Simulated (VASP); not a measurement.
A run of VASP 6.6.1 is set up as follows.

INCAR

```
SYSTEM = Hf
PREC = Accurate
ENCUT = 520
EDIFF = 1E-6
ISMEAR = 0
SIGMA = 0.15
LREAL = .False.
LASPH = .True.
NELM = 80
ALGO = Fast
ISIF = 2
LWAVE = .False.
LCHARG = .True.
GGA = PS
LELF = .True.
LVHAR = .True.
NBANDS = 17
```

The input KPOINTS:

```
Automatic mesh
0
Gamma
  18 18 10
  0 0 0
```

File POSCAR:

```
Hf
1.0
    2.8047386791      0.0000000000      0.0000000000
   -1.4023693395      2.8395059240      0.0000000000
    0.0000000000      0.0000000000      5.3709413284
Hf
2
Direct
    0.3333333333      0.6666666667      0.2500000000
    0.6666666667      0.3333333333      0.7500000000
```

Potentials or basis: VASP PAW PBE potentials, release 64 (Hf_pv).

Command:

```bash
$ cat potpaw_PBE.64/Hf_pv/POTCAR > POTCAR
$ mpirun -np 1 vasp_std > vasp.out
```

(1) Estimate the band gap on the k mesh.

(2) Estimate the pressure.

(3) Predict the largest force.

Answers

(1) zero (bands 10 and 11 overlap by 0.88 eV).

(2) 1.1 GPa.

(3) 0.255 eV/Å.

Caveat: the cell differs from its parent crystal (strain +e along x and -e along y -0.0750, strain +e along z and -e/2 along x and y +0.0750); the stress differs along the axes, from -6 to 14 GPa; the PAW data sets were made with another functional, which shifts forces and pressure a little; spin-orbit coupling is left out, which moves the levels of the heavy elements.
